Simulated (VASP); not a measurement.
Wanted: the native input for a VASP 6.6.1 run.

```
Task                   : single point
Functional             : r2SCAN
Potentials or basis    : VASP PAW PBE potentials, release 64 (Zn)
Cutoff                 : 520 eV
k mesh                 : 8 × 8 × 8
Occupations            : gaussian, width 0.1 eV
Spin                   : no spin polarisation
Dipole correction      : no
Further INCAR settings : ALGO = Normal; EDIFF = 1e-07; NBANDS = 12
```

Zn:

```xyz
1
Lattice="0.0000 1.9270 1.9270 1.9270 0.0000 1.9270 1.9270 1.9270 0.0000" Properties=species:S:1:pos:R:3 pbc="T T T"
Zn    0.0000    0.0000    0.0000
```

These files were run (other wordings do the same):

POSCAR

```
Zn
1.0
    0.0000000000      1.9269603759      1.9269603759
    1.9269603759      0.0000000000      1.9269603759
    1.9269603759      1.9269603759      0.0000000000
Zn
1
Direct
    0.0000000000      0.0000000000      0.0000000000
```

INCAR.step1

```
SYSTEM = Zn
ALGO = Normal ; EDIFF = 1E-4
ENCUT = 520 ; GGA = PE
ISMEAR = 0 ; LASPH = .True.
LCHARG = .False. ; LREAL = .False.
LWAVE = .True. ; NBANDS = 12
NELM = 100 ; PREC = Accurate
SIGMA = 0.1
```

INCAR.step2

```
SYSTEM = Zn
ALGO = Normal ; EDIFF = 1E-7
ENCUT = 520 ; ISIF = 2
ISMEAR = 0 ; ISTART = 1
LASPH = .True. ; LCHARG = .True.
LELF = .True. ; LMIXTAU = .True.
LREAL = .False. ; LVHAR = .True.
LWAVE = .False. ; METAGGA = R2SCAN
NBANDS = 12 ; NELM = 100
PREC = Accurate ; SIGMA = 0.1
```

KPOINTS

```
k-points
0
Gamma
  8 8 8
  0 0 0
```

Potentials or basis: VASP PAW PBE potentials, release 64 (Zn).

Command:

```bash
$ cat potpaw_PBE.64/Zn/POTCAR > POTCAR
$ cp INCAR.step1 INCAR
$ mpirun -np 1 vasp_std > vasp.out
$ cp INCAR.step2 INCAR
$ mpirun -np 1 vasp_std > vasp.out
```

It gave:

| Item | Value |
| --- | --- |
| Pressure | 0.5 GPa |
| Band gap on the k mesh | zero (band 6 reaches 5.73 eV, above the bottom of band 7 at 2.12 eV) |

Caveat: the PAW data sets were made with another functional, which shifts forces and pressure a little.

It took 49 s on 1 thread of AMD EPYC 7R43 64-Core Processor (Zen 3), with other jobs on the host, peak memory 0.09 GiB.
